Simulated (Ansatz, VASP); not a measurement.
## Two plane-wave programs on Mg

```
CELL_PARAMETERS angstrom
5.69333 0.00000 0.00000
0.00000 5.69333 0.00000
0.00000 0.00000 5.69333
ATOMIC_POSITIONS crystal
Mg 0.00000 0.00000 0.00000
Mg 0.50000 0.50000 0.50000
Mg 0.25000 0.00000 0.50000
Mg 0.75000 0.00000 0.50000
Mg 0.50000 0.25000 0.00000
Mg 0.50000 0.75000 0.00000
Mg 0.00000 0.50000 0.25000
Mg 0.00000 0.50000 0.75000
```

Alike in both runs: functional r2SCAN; k mesh 5 × 5 × 5; occupations fermi-dirac, width 0.1 eV; no spin polarisation.

Ansatz relaxed the structure, and its values are those at the end. VASP's run is a single point on that final structure, the one shown.

|  | VASP | Ansatz |
| --- | --- | --- |
| version | VASP 6.6.1 | Ansatz 0.2.0 |
| potentials or method | VASP PAW PBE potentials, release 64 (Mg), cutoff 520 eV | plane waves (500 eV) with PAW, scalar-relativistic |
| valence electrons in the cell | 16 | 80 |

```csv
,VASP,Ansatz,Ansatz less VASP
pressure (GPa),-0.3,0.0,+0.25
```

VASP's potentials were made for PBE, not for r2SCAN. The functional is the same, so the differences come from potentials, cutoffs and numerics. VASP's potentials hold 16 valence electrons a cell and Ansatz's 80, so a difference there can come from the potentials and not from the codes.
